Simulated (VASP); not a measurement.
# CdSe (F-43m) in VASP: further runs, part 2 of 2

VASP 6.6.1. The steps go on from the part before.

### 3 Relaxation of cell and atoms, r2SCAN, target pressure 7 GPa, at which the enthalpy is minimised

File POSCAR:

```
CdSe
1.0
    3.0667787416      3.0667787416      0.0000000000
   -3.0667787416      3.0667787416      0.0000000000
    0.0000000000      3.0667787416      3.0667787416
Cd Se
1 1
Direct
    0.0000000000      0.0000000000      0.0000000000
    0.7500000000      0.2500000000      0.5000000000
```

File INCAR.step1:

```
PREC = Accurate
ENCUT = 600
ISMEAR = 0
SIGMA = 0.01
LREAL = False
LASPH = True
NELM = 60
GGA = PE
ALGO = Normal
EDIFF = 1E-4
LWAVE = True
LCHARG = False
```

File INCAR.step2:

```
PREC = Accurate
ENCUT = 600
EDIFF = 1E-7
ISMEAR = 0
SIGMA = 0.01
LREAL = False
LASPH = True
NELM = 60
ALGO = Normal
ISIF = 3
LWAVE = False
LCHARG = False
METAGGA = R2SCAN
LMIXTAU = True
IBRION = 2
NSW = 100
EDIFFG = -0.002
PSTRESS = 70.0
ISTART = 1
```

File KPOINTS:

```
regular mesh
0
Gamma
  6 6 6
```

Potentials or basis: VASP PAW PBE potentials, release 64 (Cd, Se).

Command:

```bash
$ cat potpaw_PBE.64/Cd/POTCAR potpaw_PBE.64/Se/POTCAR > POTCAR
$ cp INCAR.step1 INCAR
$ mpirun -np 1 vasp_std > vasp.out
$ cp INCAR.step2 INCAR
$ mpirun -np 1 vasp_std > vasp.out
```

OUTCAR:

```text
PREC = Accurate
   ENCUT = 600
   EDIFF = 1E-7
   ISMEAR = 0
   LREAL = False
   LASPH = True
   NELM = 60
   ISIF = 3
   METAGGA = R2SCAN
   IBRION = 2
   NSW = 100
   EDIFFG = -0.002
   PSTRESS = 70.0
   ISTART = 1

 ion  position               nearest neighbor table
   1  0.000  0.000  0.000-   2 2.66   2 2.66   2 2.66   2 2.66
   2  0.750  0.250  0.500-   1 2.66   1 2.66   1 2.66   1 2.66

  LATTYP: Found a face centered cubic cell.
 ALAT       =     6.1335574832

  Lattice vectors:

 A1 = (   0.0000000000,   3.0667787416,   3.0667787416)
 A2 = (   3.0667787416,   0.0000000000,   3.0667787416)
 A3 = (   3.0667787416,   3.0667787416,   0.0000000000)

Analysis of symmetry for initial positions (statically):
=====================================================================
 Subroutine PRICEL returns:
 Original cell was already a primitive cell.

[... 213 lines left out ...]
      3      -6.8072      2.00000
      4      -6.8072      2.00000
      5      -6.1893      2.00000
      6      -6.1893      2.00000
      7       2.0608      2.00000
      8       2.0608      2.00000
      9       2.0608      2.00000
     10       3.4905      0.00000
     11       8.4709      0.00000
     12       8.4709      0.00000
     13       8.4709      0.00000
[... 389 lines left out ...]
--------------------------------------- Ionic step        6  -------------------------------------------

 number of electron      18.0000000 magnetization

 Free energy of the ion-electron system (eV)
  ---------------------------------------------------
  ext. energy  EPLUGINS =         0.00000000
  ---------------------------------------------------
  free energy    TOTEN  =       -35.79836722 eV

  energy without entropy =      -35.79836722  energy(sigma->0) =      -35.79836722

 E-fermi :   1.3900     XC(G=0):  -9.8040

 val. band max:        1.2984401011   @ k =   0.0000   0.0000   0.0000
 cond. band min:       2.5556384262   @ k =   0.0000   0.0000   0.0000
 fundamental gap:      1.2571983251
 Fermi energy:         1.3899936399

 k-point     1 :       0.0000    0.0000    0.0000
  band No.  band energies     occupation
      1     -12.2085      2.00000
      2      -7.1692      2.00000
      3      -7.1692      2.00000
      4      -7.1692      2.00000
      5      -6.6690      2.00000
      6      -6.6690      2.00000
      7       1.2984      2.00000
      8       1.2984      2.00000
      9       1.2984      2.00000
     10       2.5556      0.00000
     11       7.7571      0.00000
     12       7.7571      0.00000
     13       7.7571      0.00000
[... 271 lines left out ...]
  energy  without entropy=      -35.7983672188  energy(sigma->0) =      -35.79836722

  enthalpy is  TOTEN    =       -33.5227993189 eV   P V=        2.2755678999

 reached required accuracy - stopping structural energy minimisation
```

OUTCAR.step1:

```text
PREC = Accurate
   ENCUT = 600
   ISMEAR = 0
   LREAL = False
   LASPH = True
[... 467 lines left out ...]
      0.00000      0.00000      0.00000         0.000000      0.000000      0.000000
      1.53339      4.60017      1.53339        -0.000000     -0.000000      0.000000
 -----------------------------------------------------------------------------------
    total drift:                               -0.000000     -0.000000      0.000000

  FREE ENERGIE OF THE ION-ELECTRON SYSTEM (eV)
  ---------------------------------------------------
  free  energy   TOTEN  =        -5.4841565074 eV

  energy  without entropy=       -5.4841565074  energy(sigma->0) =       -5.48415651
```

OSZICAR.step1:

```text
N       E                     dE             d eps       ncg     rms          rms(c)
DAV:   1     0.115423305931E+03    0.11542E+03   -0.92213E+03   416   0.136E+03
DAV:   2    -0.688877077276E+00   -0.11611E+03   -0.11163E+03   476   0.304E+02
DAV:   3    -0.583694288068E+01   -0.51481E+01   -0.51328E+01   496   0.657E+01
DAV:   4    -0.586483143483E+01   -0.27889E-01   -0.27884E-01   456   0.494E+00
DAV:   5    -0.586500105509E+01   -0.16962E-03   -0.16962E-03   466   0.353E-01    0.590E+00
DAV:   6    -0.550429874178E+01    0.36070E+00   -0.67914E-01   552   0.107E+01    0.469E+00
DAV:   7    -0.548307694408E+01    0.21222E-01   -0.16243E-01   456   0.307E+00    0.207E+00
DAV:   8    -0.548394406285E+01   -0.86712E-03   -0.14685E-02   441   0.181E+00    0.238E-01
DAV:   9    -0.548409488224E+01   -0.15082E-03   -0.21113E-03   471   0.690E-01    0.489E-02
DAV:  10    -0.548415650736E+01   -0.61625E-04   -0.23827E-04   338   0.237E-01
   1 F= -.54841565E+01 E0= -.54841565E+01  d E =-.752932E-22
```

Wall time 2.5 min (1 thread of Intel Xeon 6975P-C (Granite Rapids), shared host); peak memory 0.24 GiB.

Results:

```yaml
Free_energy: -35.7984 eV
Relaxed_volume: 26.04 Å³/atom
Relaxed_cell: a = 4.192 Å, b = 4.192 Å, c = 4.192 Å, α = 60.00°, β = 60.00°, γ = 90.00°
Space_group_after_relaxing_to_0.1_Å: F-43m (No. 216)
Energy_change_on_relaxing_the_run_minimises_the_enthalpy: +57.5 meV/atom
Ionic_steps: 6
Pressure_after_relaxing: 7.0 GPa
Band_gap_on_the_k_mesh: 1.26 eV
```

Step by step:
```csv
step,energy change (eV),largest force (eV/Å),pressure (GPa),volume (Å³)
1,0.0000,0.0000,0.20,57.69
2,0.3826,0.0000,14.83,48.06
3,0.1126,0.0000,6.92,52.14
4,0.1173,0.0000,7.09,52.03
5,0.1129,0.0000,6.93,52.13
6,0.1150,0.0000,7.01,52.08
```

Final structure:
```
Cd Se
1.0
     2.96409    2.96409    0.00000
    -2.96409    2.96409    0.00000
     0.00000    2.96409    2.96409
Cd Se
1 1
Direct
  0.00000 0.00000 0.00000
  0.75000 0.25000 0.50000
```

Levels at points of the mesh, in eV from the valence-band top:
```
           k point  band 7  band 8  band 9  band 10  band 11  band 12
(0.00, 0.00, 0.00)    0.00    0.00    0.00     1.26     6.46     6.46
(0.50, 0.00, 0.00)   -4.93   -0.88   -0.88     2.96     6.93     6.93
(0.50, 0.50, 0.00)   -4.47   -2.17   -2.17     3.31     4.21    10.13
```

Caveat: the cell is relaxed towards a set pressure, so the run minimises the enthalpy, not the energy; the PAW data sets were made with another functional, which shifts forces and pressure a little.

### 4 Relaxation of cell and atoms, r2SCAN, target pressure 10 GPa, at which the enthalpy is minimised

POSCAR is that of step 3.

File INCAR.step1:

```
SYSTEM = CdSe
PREC = Accurate ; ENCUT = 600
ISMEAR = 0 ; SIGMA = 0.01
LREAL = .False. ; LASPH = .True.
NELM = 100 ; GGA = PE
ALGO = Normal ; EDIFF = 1E-4
LWAVE = .True. ; LCHARG = .False.
```

File INCAR.step2:

```
SYSTEM = CdSe
PREC = Accurate ; ENCUT = 600
EDIFF = 1E-6 ; ISMEAR = 0
SIGMA = 0.01 ; LREAL = .False.
LASPH = .True. ; NELM = 100
ALGO = Normal ; ISIF = 3
LWAVE = .False. ; LCHARG = .False.
METAGGA = R2SCAN ; LMIXTAU = .True.
IBRION = 2 ; NSW = 100
EDIFFG = -0.002 ; PSTRESS = 100.0
ISTART = 1
```

File KPOINTS:

```
regular mesh
0
Gamma
  6 6 6
  0 0 0
```

Potentials or basis: VASP PAW PBE potentials, release 64 (Cd, Se).

Command:

```bash
$ cat potpaw_PBE.64/Cd/POTCAR potpaw_PBE.64/Se/POTCAR > POTCAR
$ cp INCAR.step1 INCAR
$ mpirun -np 1 vasp_std > vasp.out
$ cp INCAR.step2 INCAR
$ mpirun -np 1 vasp_std > vasp.out
```

OUTCAR:

```text
SYSTEM = CdSe
   PREC = Accurate
   ENCUT = 600
   EDIFF = 1E-6
   ISMEAR = 0
   LREAL = .False.
   LASPH = .True.
   NELM = 100
   ISIF = 3
   METAGGA = R2SCAN
   IBRION = 2
   NSW = 100
   EDIFFG = -0.002
   PSTRESS = 100.0
   ISTART = 1

 ion  position               nearest neighbor table
   1  0.000  0.000  0.000-   2 2.66   2 2.66   2 2.66   2 2.66
   2  0.750  0.250  0.500-   1 2.66   1 2.66   1 2.66   1 2.66

  LATTYP: Found a face centered cubic cell.
 ALAT       =     6.1335574832

  Lattice vectors:

 A1 = (   0.0000000000,   3.0667787416,   3.0667787416)
 A2 = (   3.0667787416,   0.0000000000,   3.0667787416)
 A3 = (   3.0667787416,   3.0667787416,   0.0000000000)

Analysis of symmetry for initial positions (statically):
=====================================================================
 Subroutine PRICEL returns:
 Original cell was already a primitive cell.

 Routine SETGRP: Setting up the symmetry group for a
 face centered cubic supercell.

 Subroutine GETGRP returns: Found 24 space group operations
 (whereof 24 operations were pure point group operations)
 out of a pool of 48 trial point group operations.

The static configuration has the point symmetry T_d .

Analysis of symmetry for dynamics (positions and initial velocities):
=====================================================================
 Subroutine PRICEL returns:
[... 158 lines left out ...]
  Total        0.0714321      0.0714321      0.0714321     -0.0000000     -0.0000000      0.0000000
  in kB        1.9839327      1.9839327      1.9839327     -0.0000000     -0.0000000      0.0000000
  external PRESSURE =     -98.0160673 kB  Pullay stress =     100.0000000 kB
[... 25 lines left out ...]
--------------------------------------- Ionic step        2  -------------------------------------------

 number of electron      17.9999998 magnetization

 E-fermi :   3.0225     XC(G=0): -10.6542

 val. band max:        2.9561556137   @ k =   0.0000   0.0000   0.0000
 cond. band min:       4.5541113582   @ k =   0.0000   0.0000   0.0000
 fundamental gap:      1.5979557444
 Fermi energy:         3.0225286500

 k-point     1 :       0.0000    0.0000    0.0000
  band No.  band energies     occupation
      1     -11.8458      2.00000
      2      -6.4365      2.00000
      3      -6.4365      2.00000
      4      -6.4365      2.00000
      5      -5.6785      2.00000
      6      -5.6785      2.00000
      7       2.9562      2.00000
      8       2.9562      2.00000
      9       2.9562      2.00000
     10       4.5541      0.00000
     11       9.2766      0.00000
     12       9.2766      0.00000
     13       9.2766      0.00000
[... 427 lines left out ...]
--------------------------------------- Ionic step        7  -------------------------------------------

 number of electron      17.9999999 magnetization

 Free energy of the ion-electron system (eV)
  ---------------------------------------------------
  ext. energy  EPLUGINS =         0.00000000
  ---------------------------------------------------
  free energy    TOTEN  =       -35.70648176 eV

  energy without entropy =      -35.70648176  energy(sigma->0) =      -35.70648176

 E-fermi :   1.7100     XC(G=0):  -9.9745

 val. band max:        1.6102040683   @ k =   0.0000   0.0000   0.0000
 cond. band min:       2.9412668741   @ k =   0.0000   0.0000   0.0000
 fundamental gap:      1.3310628058
 Fermi energy:         1.7100373385

 k-point     1 :       0.0000    0.0000    0.0000
  band No.  band energies     occupation
      1     -12.1347      2.00000
      2      -7.0152      2.00000
      3      -7.0152      2.00000
      4      -7.0152      2.00000
      5      -6.4672      2.00000
      6      -6.4672      2.00000
      7       1.6102      2.00000
      8       1.6102      2.00000
      9       1.6102      2.00000
     10       2.9413      0.00000
     11       8.0525      0.00000
     12       8.0525      0.00000
     13       8.0525      0.00000
[... 271 lines left out ...]
  energy  without entropy=      -35.7064817634  energy(sigma->0) =      -35.70648176

  enthalpy is  TOTEN    =       -32.5642977000 eV   P V=        3.1421840634

 reached required accuracy - stopping structural energy minimisation
```

Wall time 2.4 min (1 thread of Intel Xeon 6975P-C (Granite Rapids), shared host); peak memory 0.24 GiB.

Results:

```yaml
Free_energy: -35.7065 eV
Relaxed_volume: 25.17 Å³/atom
Relaxed_cell: a = 4.145 Å, b = 4.145 Å, c = 4.145 Å, α = 60.00°, β = 60.00°, γ = 90.00°
Space_group_after_relaxing_to_0.1_Å: F-43m (No. 216)
Energy_change_on_relaxing_the_run_minimises_the_enthalpy: +103.5 meV/atom
Ionic_steps: 7
Pressure_after_relaxing: 10.0 GPa
Band_gap_on_the_k_mesh: 1.33 eV
```

Step by step:
```
step  energy change (eV)  largest force (eV/Å)  pressure (GPa)  volume (Å³)
   1              0.0000                0.0000            0.20        57.69
   2              0.8702                0.0000           26.15        44.17
   3              0.1969                0.0000            9.69        50.51
   4              0.2055                0.0000            9.97        50.37
   5              0.2143                0.0000           10.23        50.23
   6              0.1996                0.0000            9.78        50.46
   7              0.2069                0.0000           10.01        50.34
```

Final structure:
```cif
data_structure
_symmetry_space_group_name_H-M 'P 1'
_symmetry_Int_Tables_number 1
_cell_length_a 4.1446
_cell_length_b 4.1446
_cell_length_c 4.1446
_cell_angle_alpha 60.000
_cell_angle_beta 60.000
_cell_angle_gamma 90.000
_cell_volume 50.34
loop_
_atom_site_label
_atom_site_type_symbol
_atom_site_fract_x
_atom_site_fract_y
_atom_site_fract_z
_atom_site_occupancy
Cd1 Cd 0.00000 0.00000 0.00000 1
Se1 Se 0.75000 0.25000 0.50000 1
```

Caveat: the cell is relaxed towards a set pressure, so the run minimises the enthalpy, not the energy; the PAW data sets were made with another functional, which shifts forces and pressure a little.

### 5 The runs side by side

| cell | gap on the mesh (eV) | pressure (GPa) |
| --- | --- | --- |
| relaxed to 4 GPa | 1.17 | 4.0 |
| relaxed to 7 GPa | 1.26 | 7.0 |
| relaxed to 10 GPa | 1.33 | 10.0 |

Alike in all rows: task relaxation of cell and atoms; level r2SCAN; potentials or basis VASP PAW PBE potentials, release 64 (Cd, Se); no spin polarisation; k mesh 6 × 6 × 6; cutoff (eV) 600; smearing gaussian 0.01 eV.

Caveats: the cell is relaxed towards a set pressure, so the run minimises the enthalpy, not the energy; the PAW data sets were made with another functional, which shifts forces and pressure a little.

Total energies depend on the potentials used, so only differences within one code and one set of settings carry meaning.
